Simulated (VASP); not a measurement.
Write the native input for VASP 6.6.1 that does the following.

- Task: relaxation of cell and atoms
- Functional: b88 exchange, pbe correlation
- Potentials or basis: VASP PAW PBE potentials, release 64 (Os)
- Cutoff: 600 eV
- k mesh: 8 × 8 × 8
- Occupations: fermi-dirac, width 0.1 eV
- Spin: no spin polarisation
- Dipole correction: no
- Further INCAR settings: ALGO = Normal; EDIFF = 1e-07; IBRION = 2; EDIFFG = -0.02; NSW = 80; ISIF = 3

The structure of Os lies in POSCAR:

```
Os
1.0
    0.0000000000      2.6300000000      2.6300000000
    2.6300000000      0.0000000000      2.6300000000
    2.6300000000      2.6300000000      0.0000000000
Os
2
Direct
    1.0000000000      1.0000000000      1.0000000000
    0.2500000000      0.2500000000      0.2500000000
```

This isn't the form of Os at room conditions, which is hcp.

The input as run:

INCAR

```
SYSTEM = Os
PREC = Accurate
ENCUT = 600
EDIFF = 1E-7
ISMEAR = -1
SIGMA = 0.1
LREAL = .FALSE.
LASPH = .TRUE.
NELM = 120
ALGO = Normal
ISIF = 3
LWAVE = .FALSE.
LCHARG = .FALSE.
GGA = LIBXC
LIBXC1 = GGA_X_B88
LIBXC2 = GGA_C_PBE
IBRION = 2
NSW = 80
EDIFFG = -0.02
GGA_COMPAT = .FALSE.
NELMIN = 4
```

KPOINTS

```
regular mesh
0
G
  8 8 8
  0 0 0
```

Potentials or basis: VASP PAW PBE potentials, release 64 (Os).

Run with:

```bash
$ cat potpaw_PBE.64/Os/POTCAR > POTCAR
$ mpirun -np 1 vasp_std > vasp.out
```

It gave:

```
Relaxed volume                        : 21.29 Å³/atom
Relaxed cell                          : a = 3.920 Å, b = 3.920 Å, c = 3.920 Å, α = 60.00°, β = 60.00°, γ = 60.00°
Space group after relaxing (to 0.1 Å) : Fd-3m (No. 227)
Pressure after relaxing               : 0.0 GPa
Band gap on the k mesh                : zero (bands 8 and 9 overlap by 1.00 eV)
```

Caveat: the volume moved by over 15 % at a fixed basis, so the end points are rough; the PAW data sets were made with another functional, which shifts forces and pressure a little; spin-orbit coupling is left out, which moves the levels of the heavy elements.

Run time: 41 s on 1 thread of AMD EPYC 9R45 96-Core Processor (Zen 5), with other jobs on the host, peak memory 0.15 GiB.
